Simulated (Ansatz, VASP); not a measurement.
**LiH: VASP beside Ansatz**

The input INCAR:

```
SYSTEM = LiH
ALGO = Normal
EDIFF = 1E-8
ENCUT = 520
GGA = PE
ISIF = 2
ISMEAR = -1
LASPH = .TRUE.
LCHARG = .FALSE.
LEFG = .TRUE.
LREAL = .FALSE.
LWAVE = .FALSE.
NBANDS = 9
NELM = 60
PREC = Accurate
SIGMA = 0.05
```

Contents of KPOINTS:

```
k-points
0
G
  13 13 13
  0 0 0
```

File POSCAR:

```
LiH
1.0
    0.0000000000      2.1158641528      2.1158641528
    2.1158641528      0.0000000000      2.1158641528
    2.1158641528      2.1158641528      0.0000000000
Li H
1 1
Direct
    0.0000000000      0.0000000000      0.0000000000
    0.2500000000      0.2500000000      0.2500000000
```

Input for Ansatz:

```yaml
crystal:
  lattice:
    - [0.0, 2.1158641528, 2.1158641528]
    - [2.1158641528, 0.0, 2.1158641528]
    - [2.1158641528, 2.1158641528, 0.0]
  atoms:
    - { symbol: Li, position: [0.0, 0.0, 0.0] }
    - { symbol: H, position: [0.25, 0.25, 0.25] }
kpoints:
  mp_grid: { grid: [13, 13, 13] }
scf:
  occupations: { method: fermi_dirac, width: 0.05 }
hamiltonian:
  xc: pbe
  pseudopotentials: { kind: paw }
output:
  forces: true
  stress: true
  eigenvalues: true
  efg: { contact_densities: true }
```

Change from the starting cell: volume scaled by 0.96, PAW files.

Alike in both runs: task electric field gradients; functional PBE; k mesh 13 × 13 × 13; occupations fermi-dirac, width 0.05 eV; no spin polarisation.

```csv
,VASP,Ansatz
version,VASP 6.6.1,Ansatz 0.2.0
potentials or method,"VASP PAW PBE potentials, release 64 (Li_sv, H)","PAW with Ansatz's default frozen-core files, scalar-relativistic"
plane-wave cutoff (eV),520,420
valence electrons in the cell,4,4
```

```tsv
	VASP	Ansatz	Ansatz less VASP
gap on the k mesh at the Fermi level (eV)	4.39	4.39	-0.006
```

Noted on VASP's run: the cutoff is short for stress, so the pressure is rough.
